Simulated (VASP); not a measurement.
# N in VASP: notebook, part 2 of 2

VASP 6.6.1. The steps go on from the part before.

## Step 4: Molecular dynamics, PBE+D3(BJ)

INCAR reads:

```
SYSTEM = N
PREC     = Accurate       ! precision mode
ENCUT    = 520            ! plane-wave cutoff, eV
EDIFF    = 1E-5           ! SCF threshold, eV
ISMEAR   = -1             ! smearing method
SIGMA    = 0.02           ! smearing width, eV
LREAL    = Auto         
LASPH    = .True.         ! aspherical terms in the spheres
NELM     = 100            ! most SCF steps
ALGO     = Normal         ! electronic algorithm
ISIF     = 2              ! what is computed and relaxed
LWAVE    = .False.        ! write WAVECAR
LCHARG   = .False.        ! write CHGCAR
GGA      = PE             ! functional
IVDW     = 12             ! dispersion correction
IBRION   = 0              ! ionic algorithm
NSW      = 40             ! ionic steps
POTIM    = 1.0            ! step
TEBEG    = 1500.0       
TEEND    = 1500.0       
ISYM     = 0            
NELMIN   = 4            
RANDOM_SEED= 583614 0 0   
MDALGO   = 3            
LANGEVIN_GAMMA= 20
```

KPOINTS reads:

```
Automatic mesh
0
Gamma
  1 1 1
  0 0 0
```

POSCAR reads:

```
N
1.0
    7.9916580000      0.0000000000      0.0000000000
    0.0000000000      7.9916580000      0.0000000000
    0.0000000000      0.0000000000      7.9916580000
N
16
Direct
    0.5268409500      0.9877163400      0.8905828500
    0.4572206000      0.9215958900      0.7914253000
    0.9884549900      0.0644134000     -0.0357083300
    0.9591355400      0.0969199200      0.0951953100
    0.3624506800      0.1945779100      0.3002858000
    0.3777318000      0.2851341600      0.1973369200
    0.6943465900      0.4387783200      0.7645672300
    0.6282726900      0.3836263300      0.6567252400
    0.8258140400     -0.0414935600      0.5219097500
    0.7390107600      0.0343776300      0.4462883900
    1.0119908300      0.6497059000      0.2284281900
    0.8781228100      0.6162366700      0.2270642100
    0.0951531500      0.3692834100      0.5954802500
    0.1854635100      0.3150410000      0.6846236200
    0.4513310300      0.6764220400      0.3815412700
    0.4398126400      0.7567673200      0.2700299000
```

Potentials or basis: VASP PAW PBE potentials, release 64 (N).

On the command line:

```console
cat potpaw_PBE.64/N/POTCAR > POTCAR
mpirun -np 1 vasp_gam > vasp.out
```

OUTCAR:

```text
SYSTEM = N
   PREC = Accurate
   ENCUT = 520
   EDIFF = 1E-5
   ISMEAR = -1
   LREAL = Auto
   LASPH = .True.
   NELM = 100
   ISIF = 2
   GGA = PE
   IVDW = 12
   IBRION = 0
   NSW = 40
   POTIM = 1.0
   TEBEG = 1500.0
   ISYM = 0
   NELMIN = 4
 IVDW          = 12

 ion  position               nearest neighbor table
   1  0.527  0.988  0.891-   2 1.10
   2  0.457  0.922  0.791-   1 1.10
   3  0.988  0.064  0.964-   4 1.10
   4  0.959  0.097  0.095-   3 1.10
   5  0.362  0.195  0.300-   6 1.10
   6  0.378  0.285  0.197-   5 1.10
[... 8 lines left out ...]
  15  0.451  0.676  0.382-  16 1.10
  16  0.440  0.757  0.270-  15 1.10

IMPORTANT INFORMATION: All symmetrisations will be switched off!
NOSYMM: (Re-)initialisation of all symmetry stuff for point group C_1.

----------------------------------------------------------------------------------------

                                     Primitive cell

  volume of cell :     510.4000

  direct lattice vectors                    reciprocal lattice vectors
     7.991658000  0.000000000  0.000000000     0.125130480  0.000000000  0.000000000
     0.000000000  7.991658000  0.000000000     0.000000000  0.125130480  0.000000000
     0.000000000  0.000000000  7.991658000     0.000000000  0.000000000  0.125130480

  length of vectors
     7.991658000  7.991658000  7.991658000     0.125130480  0.125130480  0.125130480

  position of ions in fractional coordinates (direct lattice)
     0.526840950  0.987716340  0.890582850
     0.457220600  0.921595890  0.791425300
     0.988454990  0.064413400  0.964291670
     0.959135540  0.096919920  0.095195310
     0.362450680  0.194577910  0.300285800
     0.377731800  0.285134160  0.197336920
[... 8 lines left out ...]
     0.451331030  0.676422040  0.381541270
     0.439812640  0.756767320  0.270029900

  ion indices of the primitive-cell ions
   primitive index   ion index
                 1           1
                 2           2
                 3           3
[... 75 lines left out ...]
   EFERMI =   0.00;   METHOD = LEGACY
   ISMEAR =    -1;   SIGMA  =   0.02  broadening in eV -4-tet -1-fermi 0-gaus
   EFERMI_NEDOS =   21; number of points for ismear=-14 and -15
   IALGO  =     38    algorithm
   IMIX   =      4    mixing-type and parameters
     AMIX     =   0.40;   BMIX     =  1.00
     AMIX_MAG =   1.60;   BMIX_MAG =  1.00
  volume/ion in A,a.u.               =      31.90       215.27
  Fermi-wavevector in a.u.,A,eV,Ry     =   0.882676  1.668016 10.600527  0.779117
  Thomas-Fermi vector in A             =   2.003339
   LORBIT       =      0    0 simple, 1 ext, 2 COOP (PROOUT), +10 PAW based schemes
   GGA     = PE    functional components
   LHFCALC =     F    Hartree Fock is set to
   AEXX    =    0.0000 exact exchange contribution
   IVDW    =    12    specifies the selected vdW correction
   LEPSILON=     F    determine dielectric tensor
   LRPA    =     F    only Hartree local field effects (RPA)
 molecular dynamics for ions
 non-spin polarized calculation
  energy-cutoff  :      520.00
  volume of cell :      510.40
 maximum number of plane-waves:      6807
 NGX is ok and might be reduce to    60
   NGX = 29   NGY = 29   NGZ = 29

--------------------------------------- Ionic step        1  -------------------------------------------

 number of electron      80.0000004 magnetization

 Free energy of the ion-electron system (eV)
  ---------------------------------------------------
  ext. energy  EPLUGINS =         0.00000000
  ---------------------------------------------------
  free energy    TOTEN  =      -133.25658901 eV

  energy without entropy =     -133.25658901  energy(sigma->0) =     -133.25658901

------------------------ aborting loop because EDIFF is reached ----------------------------------------

 Edisp (eV)   -0.56992

 E8    (eV) :    -0.1304
[... 173 lines left out ...]
  ENERGY OF THE ELECTRON-ION-THERMOSTAT SYSTEM (eV)
  ---------------------------------------------------
% ion-electron   TOTEN  =      -133.836872  see above
  kinetic energy EKIN   =         2.908398
  kin. lattice  EKIN_LAT=         0.000000  (temperature 1406.26 K)
  nose potential ES     =         0.000000
  nose kinetic   EPS    =         0.000000
  ---------------------------------------------------
  total energy   ETOTAL =      -130.928474 eV

[... ionic steps 4 to 37 ...]

--------------------------------------- Ionic step       38  -------------------------------------------

 number of electron      79.9999998 magnetization

------------------------ aborting loop because EDIFF is reached ----------------------------------------
[... 123 lines left out ...]
--------------------------------------- Ionic step       40  -------------------------------------------

 number of electron      80.0000003 magnetization

 Free energy of the ion-electron system (eV)
  ---------------------------------------------------
  ext. energy  EPLUGINS =         0.00000000
  ---------------------------------------------------
  free energy    TOTEN  =      -132.79607388 eV

  energy without entropy =     -132.79607388  energy(sigma->0) =     -132.79607388

 E-fermi :  -6.7972     XC(G=0):  -5.1928

 val. band max:       -7.3190789081   @ k =   0.0000   0.0000   0.0000
 cond. band min:      -0.0748111880   @ k =   0.0000   0.0000   0.0000
 fundamental gap:      7.2442677201
 Fermi energy:        -6.7972191924

 k-point     1 :       0.0000    0.0000    0.0000
  band No.  band energies     occupation
      1     -26.5725      2.00000
      2     -26.1097      2.00000
      3     -25.9484      2.00000
      4     -25.8524      2.00000
      5     -25.7820      2.00000
      6     -25.7492      2.00000
[... 94 lines left out ...]
  ENERGY OF THE ELECTRON-ION-THERMOSTAT SYSTEM (eV)
  ---------------------------------------------------
% ion-electron   TOTEN  =      -133.389257  see above
  kinetic energy EKIN   =         3.189299
  kin. lattice  EKIN_LAT=         0.000000  (temperature 1542.09 K)
  nose potential ES     =         0.000000
  nose kinetic   EPS    =         0.000000
  ---------------------------------------------------
  total energy   ETOTAL =      -130.199957 eV
```

OSZICAR:

```text
N       E                     dE             d eps       ncg     rms          rms(c)
DAV:   1     0.742397212900E+03    0.74240E+03   -0.39519E+04   106   0.140E+03
DAV:   2    -0.388143591257E+02   -0.78121E+03   -0.76082E+03   140   0.318E+02
[... 320 lines left out ...]
DAV:   2    -0.132796867709E+03   -0.76571E-02   -0.10760E-01   116   0.175E+00    0.350E-01
DAV:   3    -0.132796316541E+03    0.55117E-03   -0.53622E-03   124   0.344E-01    0.248E-01
DAV:   4    -0.132796074970E+03    0.24157E-03   -0.10164E-03   116   0.166E-01    0.108E-01
DAV:   5    -0.132796068465E+03    0.65046E-05   -0.20351E-04   116   0.827E-02    0.335E-02
DAV:   6    -0.132796073880E+03   -0.54149E-05   -0.21911E-05   100   0.276E-02
     40 T=  1542. E= -.13019996E+03 F= -.13338926E+03 E0= -.13338926E+03  EK= 0.31893E+01 SP= 0.00E+00 SK= 0.00E+00
```

It took 20 min on 1 thread of Intel Xeon Platinum 8488C (Sapphire Rapids), shared host; peak memory 0.53 GiB.

What came out:

```
Dispersion energy per atom : -0.037 eV
```

Caveat: the k points lie up to 0.79 Å⁻¹ apart; the standard files for N, O and F lose accuracy on very short bonds.

## Step 5: Overview

| task | cell | pressure (GPa) | largest force (eV/Å) |
| --- | --- | --- | --- |
| single point | as given, atomic positions A | 1.2 | 6.27 |
| relaxation of the atoms | atoms relaxed, atomic positions B | -0.1 | 0.25 |
| molecular dynamics | as given, atomic positions C | - | - |

Alike in all rows: level PBE+D3(BJ); potentials or basis VASP PAW PBE potentials, release 64 (N); no spin polarisation; k mesh 1 × 1 × 1; cutoff (eV) 520; smearing fermi-dirac 0.02 eV.

Caveats: all runs use coarse meshes; the standard files for N, O and F lose accuracy on very short bonds; the relaxation stopped at a loose force limit of 0.3 eV/Å, so its end isn't a converged minimum (at least some runs).

Absolute energies hang on the potentials; compare differences alone.
